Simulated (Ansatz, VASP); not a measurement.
## Eu: VASP beside Ansatz

File INCAR:

```
ALGO = Normal
EDIFF = 1E-7
ENCUT = 520
GGA = PE
ISIF = 2
ISMEAR = 1
ISPIN = 2
LASPH = T
LCHARG = F
LMAXMIX = 6
LORBIT = 11
LREAL = F
LWAVE = F
MAGMOM = 7.02
NBANDS = 18
NELM = 150
PREC = Accurate
SIGMA = 0.03
```

Contents of KPOINTS:

```
k-points
0
Gamma
  10 10 10
```

Contents of POSCAR:

```
Eu
1.0
   -2.1939508085      2.1939508085      2.1939508085
    2.1939508085     -2.1939508085      2.1939508085
    2.1939508085      2.1939508085     -2.1939508085
Eu
1
Direct
    0.0000000000      0.0000000000      0.0000000000
```

Input for Ansatz:

```yaml
crystal:
  lattice:
    - [-2.1939508085, 2.1939508085, 2.1939508085]
    - [2.1939508085, -2.1939508085, 2.1939508085]
    - [2.1939508085, 2.1939508085, -2.1939508085]
  atoms:
    - { symbol: Eu, position: [0.0, 0.0, 0.0], spin: 7.02 }
hamiltonian:
  xc: pbe
  pseudopotentials:
    kind: paw
    azcp:
      Eu: "pseudopotentials/Eu.paw.azcp"
basis:
  ecutwfc: 420
  fft_grid_basis: typed
kpoints:
  mp_grid: { grid: [10, 10, 10], shift: [0, 0, 0] }
magnetization:
  spin_polarized: true
scf:
  occupations: { method: cold, width: 0.03 }
  lower_state_search: "off"
output:
  stress: true
```

Alike in both runs: task single point; functional PBE; k mesh 10 × 10 × 10; collinear spin.

|  | VASP | Ansatz |
| --- | --- | --- |
| version | VASP 6.6.1 | Ansatz 0.2.0 |
| potentials or method | VASP PAW PBE potentials, release 64 (Eu), cutoff 520 eV | plane waves (420 eV) with PAW, scalar-relativistic |
| occupations | methfessel-paxton of order 1, width 0.03 eV | cold, width 0.03 eV |
| valence electrons in the cell | 17 | 17 |

```tsv
	VASP	Ansatz	Ansatz less VASP
pressure (GPa)	-0.2	-0.2	+0.09
net moment per atom (μB)	7.39	7.27	-0.120
size of the moment on the site where the two differ most (μB)	6.70	7.02	+0.321
```

The net moments are unlike, so the other rows may belong to different states. Site moments also hang on the region over which each program counts them. Ansatz's warnings: stability check not made.

Spin-orbit coupling is off throughout.
